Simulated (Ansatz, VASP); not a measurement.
## Ag: VASP beside Ansatz

The input INCAR:

```
ALGO = Normal
DIPOL = 0.5 0.5 0.500
EDIFF = 1E-7
ENCUT = 520
GGA = CA
IDIPOL = 3
ISIF = 2
ISMEAR = -1
LASPH = T
LCHARG = T
LDIPOL = T
LELF = T
LREAL = F
LVACPOTAV = T
LVHAR = T
LWAVE = F
NBANDS = 36
NELM = 80
PREC = Accurate
SIGMA = 0.1
```

KPOINTS

```
k-points
0
Gamma
  12 12 1
```

The input POSCAR:

```
Ag
1.0
    2.8297444621      0.0000000000      0.0000000000
    0.0000000000      2.8297444621      0.0000000000
    0.0000000000      0.0000000000     24.0037000000
Ag
5
Direct
    0.0000000000      0.0000000000      0.3332814111
    0.5000000000      0.5000000000      0.4166407053
    0.0000000000      0.0000000000      0.5000000000
    0.5000000000      0.5000000000      0.5833592947
    0.0000000000      0.0000000000      0.6667185889
```

Input for Ansatz:

```yaml
crystal:
  lattice:
    - [2.8297444621, 0.0, 0.0]
    - [0.0, 2.8297444621, 0.0]
    - [0.0, 0.0, 24.0037]
  atoms:
    - { symbol: Ag, position: [0.0, 0.0, 0.3332814111] }
    - { symbol: Ag, position: [0.5, 0.5, 0.4166407053] }
    - { symbol: Ag, position: [0.0, 0.0, 0.5] }
    - { symbol: Ag, position: [0.5, 0.5, 0.5833592947] }
    - { symbol: Ag, position: [0.0, 0.0, 0.6667185889] }
kpoints:
  mp_grid: { grid: [12, 12, 1] }
scf:
  occupations: { method: fermi_dirac, width: 0.1 }
hamiltonian:
  xc: lda
  pseudopotentials: { kind: paw }
output:
  forces: true
  stress: true
  eigenvalues: true
  populations: true
efield:
  axis: 3
  amplitude: 0
  dipole_correction: true
```

Alike in both runs: task single point; functional LDA; k mesh 12 × 12 × 1; occupations fermi-dirac, width 0.1 eV; no spin polarisation.

```csv
,VASP,Ansatz
version,VASP 6.6.1,Ansatz 0.2.0
potentials or method,"VASP PAW LDA potentials, release 64 (Ag)","PAW with Ansatz's default frozen-core files, scalar-relativistic"
plane-wave cutoff (eV),520,420
valence electrons in the cell,55,95
```

VASP gave:

- rms of the force components (eV/Å): 0.087

What did Ansatz give for the same quantities?

rms of the force components (eV/Å): 0.090.

LDA's correlation is that of Perdew and Zunger in VASP and of Perdew and Wang (1992) in Ansatz. Atom by atom the forces differ by 0.004 eV/Å (rms over components). VASP's potentials hold 55 valence electrons a cell and Ansatz's 95, so a difference there can come from the potentials and not from the codes.
